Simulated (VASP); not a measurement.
Input of a VASP 6.6.1 run:

The input INCAR:

```
  ALGO = Normal
  EDIFF = 1E-8
  ENCUT = 600
  GGA = PS
  GGA_COMPAT = F
  IBRION = 6
  ISIF = 3
  ISMEAR = -1
  LASPH = T
  LCHARG = F
  LREAL = F
  LWAVE = F
  NELM = 120
  NFREE = 2
  NSW = 1
  POTIM = 0.015
  PREC = Accurate
  SIGMA = 0.08
```

The input KPOINTS:

```
k-points
0
Gamma
  18 18 18
```

Contents of POSCAR:

```
TaC
1.0
    0.0000000000      2.2179422090      2.2179422090
    2.2179422090      0.0000000000      2.2179422090
    2.2179422090      2.2179422090      0.0000000000
Ta C
1 1
Direct
    0.0000000000      0.0000000000      0.0000000000
    0.5000000000      0.5000000000      0.5000000000
```

Potentials or basis: VASP PAW PBE potentials, release 64 (Ta_pv, C).

Run with:

```bash
$ cat potpaw_PBE.64/Ta_pv/POTCAR potpaw_PBE.64/C/POTCAR > POTCAR
$ mpirun -np 1 vasp_std > vasp.out
```

(1) Predict the elastic constants C11, C12, C44.

(2) Predict the Voigt bulk modulus.

(3) Estimate the highest phonon frequency at Γ.

Answers

(1) 779, 137, 175 GPa.

(2) 351 GPa.

(3) 566 cm⁻¹.

Caveat: the cell is under stress, which shifts elastic constants; the PAW data sets were made with another functional, which shifts forces and pressure a little.
